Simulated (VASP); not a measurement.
Input of a VASP 6.6.1 run:

Contents of INCAR:

```
SYSTEM = KTaO3
PREC = Accurate
ENCUT = 600
EDIFF = 1E-6
ISMEAR = 0
SIGMA = 0.1
LREAL = .FALSE.
LASPH = .TRUE.
NELM = 60
ALGO = Normal
ISIF = 3
LWAVE = .FALSE.
LCHARG = .FALSE.
GGA = PE
IBRION = 2
NSW = 90
EDIFFG = -0.04
```

KPOINTS

```
Automatic mesh
0
G
  6 6 6
  0 0 0
```

File POSCAR:

```
KTaO3
1.0
    2.6995569200      1.5585899200      3.1083295700
   -2.6995569200      1.5585899200      3.1083295700
    0.0000000000     -3.1171798300      3.1083295700
K Ta O
1 1 3
Direct
    0.0000000000      0.0000000000      0.0000000000
    0.5000000000      0.5000000000      0.5000000000
    0.5000000000      0.5000000000      0.0000000000
    0.0000000000      0.5000000000      0.5000000000
    0.5000000000      0.0000000000      0.5000000000
```

Potentials or basis: VASP PAW PBE potentials, release 64 (K_sv, Ta_pv, O).

Run with:

```bash
$ cat potpaw_PBE.64/K_sv/POTCAR potpaw_PBE.64/Ta_pv/POTCAR potpaw_PBE.64/O/POTCAR > POTCAR
$ mpirun -np 1 vasp_std > vasp.out
```

Task: Estimate the band gap on the k mesh.

Result: 2.11 eV (least direct gap 2.74 eV).

Task: Estimate the space group after relaxing (to 0.1 Å).

Result: Pm-3m (No. 221).

Task: Predict the relaxed volume.

Result: 13.09 Å³/atom.

Step by step:
```tsv
step	energy change (eV)	largest force (eV/Å)	pressure (GPa)	volume (Å³)
1	0.0000	0.0000	-21.21	78.47
2	-3.0922	0.0000	46.39	55.21
3	-3.8545	0.0000	14.83	61.01
4	-4.3170	0.0000	-5.12	67.28
5	-4.3496	0.0000	-1.60	65.92
6	-4.3495	0.0000	-1.87	66.01
7	-4.3542	0.0000	0.52	65.17
8	-4.3555	0.0000	-0.25	65.44
```

Caveat: the volume moved by over 15 % at a fixed basis, so the end points are rough; spin-orbit coupling is left out, which moves the levels of the heavy elements. A k mesh can miss the band edges.
